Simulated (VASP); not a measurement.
# Pt (Im-3m) in VASP: a series of runs

Pt is run at these levels: LDA; tasks: single point, relaxation of cell and atoms.

Program: VASP 6.6.1. These are calculated values, not measurements. Logs are shortened: lines on timing, memory, paths and dates and some standing lists are left out, and cuts for length are marked.

## 1. The cell of the first run

The structure is cubic, space group Im-3m (No. 229). The conventional cell has a = 3.103 Å, b = 3.103 Å, c = 3.103 Å, α = 90.00°, β = 90.00°, γ = 90.00°. Within 3.5 Å of Pt (site symmetry m-3m) lie 14 Pt at 2.69 to 3.10 Å.

## 2. Single point, LDA

The input, INCAR:

```
SYSTEM = Pt
PREC = Accurate ; ENCUT = 520
EDIFF = 1E-6 ; ISMEAR = -1
SIGMA = 0.05 ; LREAL = .False.
LASPH = .True. ; NELM = 100
ALGO = Normal ; ISIF = 2
LWAVE = .False. ; LCHARG = .True.
LELF = .True. ; LVHAR = .True.
NBANDS = 11
```

The input, KPOINTS:

```
regular mesh
0
Gamma
  11 11 11
  0 0 0
```

The input, POSCAR:

```
Pt
1.0
   -1.5513281107      1.5513281107      1.5513281107
    1.5513281107     -1.5513281107      1.5513281107
    1.5513281107      1.5513281107     -1.5513281107
Pt
1
Direct
    0.0000000000      0.0000000000      0.0000000000
```

Potentials or basis: VASP PAW LDA potentials, release 64 (Pt).

Run with:

```bash
$ cat potpaw_LDA.64/Pt/POTCAR > POTCAR
$ mpirun -np 1 vasp_std > vasp.out
```

OUTCAR:

```text
SYSTEM = Pt
   PREC = Accurate
   ENCUT = 520
   EDIFF = 1E-6
   ISMEAR = -1
   LREAL = .False.
   LASPH = .True.
   NELM = 100
   ISIF = 2

 ion  position               nearest neighbor table
   1  0.000  0.000  0.000-

  LATTYP: Found a body centered cubic cell.
 ALAT       =     3.1026562214

  Lattice vectors:

 A1 = (  -1.5513281107,   1.5513281107,   1.5513281107)
 A2 = (   1.5513281107,  -1.5513281107,   1.5513281107)
 A3 = (   1.5513281107,   1.5513281107,  -1.5513281107)

Analysis of symmetry for initial positions (statically):
=====================================================================
 Subroutine PRICEL returns:
 Original cell was already a primitive cell.

 Routine SETGRP: Setting up the symmetry group for a
 body centered cubic supercell.

 Subroutine GETGRP returns: Found 48 space group operations
[... 9 lines left out ...]

 Routine SETGRP: Setting up the symmetry group for a
 body centered cubic supercell.

 Subroutine GETGRP returns: Found 48 space group operations
[... 11 lines left out ...]
                                     Primitive cell

  volume of cell :      14.9338

  direct lattice vectors                    reciprocal lattice vectors
    -1.551328111  1.551328111  1.551328111     0.000000000  0.322304480  0.322304480
     1.551328111 -1.551328111  1.551328111     0.322304480  0.000000000  0.322304480
     1.551328111  1.551328111 -1.551328111     0.322304480  0.322304480  0.000000000

  length of vectors
     2.686979107  2.686979107  2.686979107     0.455807367  0.455807367  0.455807367

  position of ions in fractional coordinates (direct lattice)
     0.000000000  0.000000000  0.000000000

  ion indices of the primitive-cell ions
   primitive index   ion index
                 1           1

----------------------------------------------------------------------------------------

 KPOINTS: regular mesh

Automatic generation of k-mesh.
 Grid dimensions read from file:
 generate k-points for:   11   11   11

 Generating k-lattice:

  Cartesian coordinates                     Fractional coordinates (reciprocal lattice)
     0.000000000  0.029300407  0.029300407     0.090909091  0.000000000  0.000000000
     0.029300407  0.000000000  0.029300407     0.000000000  0.090909091  0.000000000
     0.029300407  0.029300407  0.000000000     0.000000000  0.000000000  0.090909091

  Length of vectors
     0.041437033  0.041437033  0.041437033

  Shift w.r.t. Gamma in fractional coordinates (k-lattice)
     0.000000000  0.000000000  0.000000000

 Subroutine IBZKPT returns following result:
 ===========================================

 Found     56 irreducible k-points:

 Following reciprocal coordinates:
            Coordinates               Weight
  0.000000  0.000000  0.000000      1.000000
  0.090909  0.000000  0.000000     12.000000
  0.181818  0.000000  0.000000     12.000000
  0.272727  0.000000  0.000000     12.000000
  0.363636  0.000000  0.000000     12.000000
  0.454545  0.000000  0.000000     12.000000
[... 16 lines left out ...]
  0.272727  0.181818  0.090909     48.000000
  0.363636  0.181818  0.090909     24.000000
 [... further k-points ...]
   k-points           NKPTS =     56   k-points in BZ     NKDIM =     56   number of bands    NBANDS=     11
   number of dos      NEDOS =    301   number of ions     NIONS =      1
   total plane-waves  NPLWV =   8000
   dimension x,y,z NGX =    20 NGY =   20 NGZ =   20
   dimension x,y,z NGXF=    40 NGYF=   40 NGZF=   40
   ions per type =               1
   NGX,Y,Z   is equivalent  to a cutoff of  12.37, 12.37, 12.37 a.u.
   NGXF,Y,Z  is equivalent  to a cutoff of  24.75, 24.75, 24.75 a.u.
 SYSTEM =  Pt
   PREC   = accura    normal or accurate (medium, high low for compatibility)
   ISTART =      0    job   : 0-new  1-cont  2-samecut
   ICHARG =      2    charge: 1-file 2-atom 10-const
   ISPIN  =      1    spin polarized calculation?
   LNONCOLLINEAR =      F non collinear calculations
   LSORBIT =      F    spin-orbit coupling
   LASPH  =      T    aspherical Exc in radial PAW
   ENCUT  =  520.0 eV  38.22 Ry    6.18 a.u.   5.00  5.00  5.00*2*pi/ulx,y,z
   NELM   =    100;   NELMIN=  2; NELMDL= -5     # of ELM steps
   EDIFF  = 0.1E-05   stopping-criterion for ELM
   LREAL  =      F    real-space projection
   EDIFFG = 0.1E-04   stopping-criterion for IOM
   NSW    =      0    number of steps for IOM
   IBRION =     -1    ionic relax: 0-MD 1-quasi-New 2-CG
   NFREE  =      0    steps in history (QN), initial steepest desc. (CG)
   ISIF   =      2    stress and relaxation
   ISYM   =      2    0-nonsym 1-usesym 2-fastsym
   POTIM  = 0.5000    time-step for ionic-motion
   TEBEG  =    0.0;   TEEND  =   0.0 temperature during run
   PSTRESS=    0.0 pullay stress
   NELECT =      10.0000    total number of electrons
   NUPDOWN=      -1.0000    fix difference up-down
   EMIN   =  10.00;   EMAX   =-10.00  energy-range for DOS
   EFERMI =   0.00;   METHOD = LEGACY
   ISMEAR =    -1;   SIGMA  =   0.05  broadening in eV -4-tet -1-fermi 0-gaus
   EFERMI_NEDOS =   21; number of points for ismear=-14 and -15
   IALGO  =     38    algorithm
   IMIX   =      4    mixing-type and parameters
     AMIX     =   0.40;   BMIX     =  1.00
     AMIX_MAG =   1.60;   BMIX_MAG =  1.00
  volume/ion in A,a.u.               =      14.93       100.78
  Fermi-wavevector in a.u.,A,eV,Ry     =   1.432247  2.706554 27.910048  2.051331
  Thomas-Fermi vector in A             =   2.551895
   LORBIT       =      0    0 simple, 1 ext, 2 COOP (PROOUT), +10 PAW based schemes
   GGA     = CA    functional components
   LHFCALC =     F    Hartree Fock is set to
   AEXX    =    0.0000 exact exchange contribution
   IVDW    =     0    specifies the selected vdW correction
   LEPSILON=     F    determine dielectric tensor
   LRPA    =     F    only Hartree local field effects (RPA)
 non-spin polarized calculation
  energy-cutoff  :      520.00
  volume of cell :       14.93
 maximum number of plane-waves:       414
   NGX =  9   NGY =  9   NGZ =  9

 number of electron      10.0000000 magnetization

 Free energy of the ion-electron system (eV)
  ---------------------------------------------------
  ext. energy  EPLUGINS =         0.00000000
  ---------------------------------------------------
  free energy    TOTEN  =        -7.36926339 eV

  energy without entropy =       -7.35485053  energy(sigma->0) =       -7.36205696

 E-fermi :  11.0356     XC(G=0): -13.7408

 val. band max:       11.0199281378   @ k =   0.4545   0.0909   0.0000
 cond. band min:      11.0742992297   @ k =  -0.3636   0.4545   0.0909
 fundamental gap:      0.0543710920
 Fermi energy:        11.0356487979

 k-point     1 :       0.0000    0.0000    0.0000
  band No.  band energies     occupation
      1       0.9854      2.00000
      2       7.2726      2.00000
      3       7.2726      2.00000
      4       7.2726      2.00000
      5      10.0230      2.00000
      6      10.0230      2.00000
      7      28.1391      0.00000
      8      28.1391      0.00000
      9      28.1391      0.00000
     10      38.9638      0.00000
     11      38.9638      0.00000

 k-point     2 :       0.0909    0.0000    0.0000
  band No.  band energies     occupation
      1       1.3380      2.00000
      2       7.1297      2.00000
      3       7.2685      2.00000
      4       7.5643      2.00000
      5       9.8431      2.00000
      6      10.0331      2.00000
      7      28.3009      0.00000
      8      28.4640      0.00000
      9      28.6725      0.00000
     10      35.8970      0.00000
     11      36.5315      0.00000

 k-point     3 :       0.1818    0.0000    0.0000
  band No.  band energies     occupation
      1       2.2989      2.00000
      2       6.7657      2.00000
      3       7.2316      2.00000
      4       8.4039      2.00000
      5       9.5700      2.00000
      6      10.0753      2.00000
      7      28.1578      0.00000
      8      28.1594      0.00000
      9      30.1777      0.00000
     10      34.2044      0.00000
     11      34.2096      0.00000

 k-point     4 :       0.2727    0.0000    0.0000
  band No.  band energies     occupation
      1       3.4367      2.00000
      2       6.3256      2.00000
      3       7.4377      2.00000
      4       9.5752      2.00000
      5       9.6682      2.00000
      6      10.1659      2.00000
      7      25.2188      0.00000
      8      26.8481      0.00000
      9      32.3964      0.00000
     10      32.6888      0.00000
     11      34.5846      0.00000

 k-point     5 :       0.3636    0.0000    0.0000
  band No.  band energies     occupation
      1       3.9564      2.00000
      2       5.9517      2.00000
      3       8.6733      2.00000
      4       9.8425      2.00000
      5      10.2880      2.00000
      6      11.0836      0.55403
      7      21.4421      0.00000
      8      25.3415      0.00000
      9      29.5653      0.00000
     10      34.8893      0.00000
     11      35.5619      0.00000
[... 211 lines left out ...]
 k-point    21 :      -0.0909    0.0909    0.0909
  band No.  band energies     occupation
      1       1.6855      2.00000
      2       7.2940      2.00000
      3       7.2940      2.00000
      4       7.5570      2.00000
      5       9.4290      2.00000
      6      10.2384      2.00000
      7      28.3068      0.00000
      8      29.1553      0.00000
      9      29.1553      0.00000
     10      32.7684      0.00000
     11      38.0076      0.00000

 k-point    22 :       0.1818    0.1818    0.0909
  band No.  band energies     occupation
      1       5.0707      2.00000
      2       6.1678      2.00000
      3       6.3292      2.00000
      4       9.9337      2.00000
      5      10.2771      2.00000
      6      12.9069      0.00000
      7      22.2478      0.00000
      8      24.8597      0.00000
      9      25.9693      0.00000
     10      32.4230      0.00000
     11      38.1917      0.00000

 k-point    23 :       0.2727    0.1818    0.0909
  band No.  band energies     occupation
      1       5.2162      2.00000
      2       5.9782      2.00000
      3       7.3390      2.00000
      4      10.0762      2.00000
      5      10.4069      1.99999
      6      14.9337      0.00000
      7      19.1089      0.00000
      8      23.2949      0.00000
      9      25.2122      0.00000
     10      34.1514      0.00000
     11      37.1661      0.00000

 k-point    24 :       0.3636    0.1818    0.0909
  band No.  band energies     occupation
      1       5.1590      2.00000
      2       5.9099      2.00000
      3       7.9963      2.00000
      4      10.1473      2.00000
      5      10.4615      1.99998
      6      16.7125      0.00000
      7      16.9052      0.00000
      8      22.6072      0.00000
      9      24.9301      0.00000
     10      35.2650      0.00000
     11      36.4028      0.00000

 [... further k-points ...]
[... 5 lines left out ...]
  --------------------------------------------------------------------------------------
  -------------------------------------------------------------------------------------
  Total        0.0663977      0.0663977      0.0663977      0.0000000      0.0000000     -0.0000000
  in kB        7.1234841      7.1234841      7.1234841      0.0000000      0.0000000     -0.0000000
  external PRESSURE =       7.1234841 kB  Pullay stress =       0.0000000 kB

 VOLUME and BASIS-vectors are now :
 -----------------------------------------------------------------------------
  energy-cutoff  :      520.00
  volume of cell :       14.93
      direct lattice vectors                 reciprocal lattice vectors
    -1.551328111  1.551328111  1.551328111     0.000000000  0.322304480  0.322304480
     1.551328111 -1.551328111  1.551328111     0.322304480  0.000000000  0.322304480
     1.551328111  1.551328111 -1.551328111     0.322304480  0.322304480  0.000000000

 POSITION                                       TOTAL-FORCE (eV/Angst)
 -----------------------------------------------------------------------------------
      0.00000      0.00000      0.00000        -0.000000      0.000000      0.000000
 -----------------------------------------------------------------------------------
    total drift:                                0.000000     -0.000000      0.000000

  FREE ENERGIE OF THE ION-ELECTRON SYSTEM (eV)
  ---------------------------------------------------
  free  energy   TOTEN  =        -7.3692633858 eV

  energy  without entropy=       -7.3548505316  energy(sigma->0) =       -7.36205696
```

It took 6.4 s on 1 thread of Intel Xeon Platinum 8488C (Sapphire Rapids), shared host; peak memory 0.12 GiB.

Results:

```
Free energy            : -7.3693 eV
Pressure               : 0.7 GPa
Band gap on the k mesh : zero (band 5 reaches 12.07 eV, above the bottom of band 6 at 9.86 eV)
```

Caveat: spin-orbit coupling is left out, which moves the levels of the heavy elements.

(Part 1 of 2 ends here.)
